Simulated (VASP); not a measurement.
Input of a VASP 6.6.1 run:

File INCAR:

```
SYSTEM = Ge
  ALGO = Normal
  EDIFF = 1E-7
  ENCUT = 520
  GGA = PS
  ISIF = 2
  ISMEAR = 0
  LASPH = .TRUE.
  LCHARG = .TRUE.
  LELF = .TRUE.
  LREAL = .FALSE.
  LVHAR = .TRUE.
  LWAVE = .FALSE.
  NBANDS = 21
  NELM = 60
  PREC = Accurate
  SIGMA = 0.15
```

File KPOINTS:

```
k-points
0
G
  14 14 14
  0 0 0
```

The input POSCAR:

```
Ge
1.0
    0.0000000000      2.9088082301      2.9088082301
    2.9088082301      0.0000000000      2.9088082301
    2.9088082301      2.9088082301      0.0000000000
Ge
2
Direct
    0.5000000000      0.5000000000      0.5000000000
    0.7500000000      0.7500000000      0.7500000000
```

Potentials or basis: VASP PAW PBE potentials, release 64 (Ge_d).

Launch:

```sh
$ cat potpaw_PBE.64/Ge_d/POTCAR > POTCAR
$ mpirun -np 1 vasp_std > vasp.out
```

Q: What does it give for the band gap on the k mesh?

A: Zero (bands 14 and 15 overlap by 0.12 eV).

Q: What does it give for the pressure?

A: -4.2 GPa.

Caveat: the cell stands under tension; semilocal functionals underestimate gaps, and a narrow one can read as zero; the PAW data sets were made with another functional, which shifts forces and pressure a little.
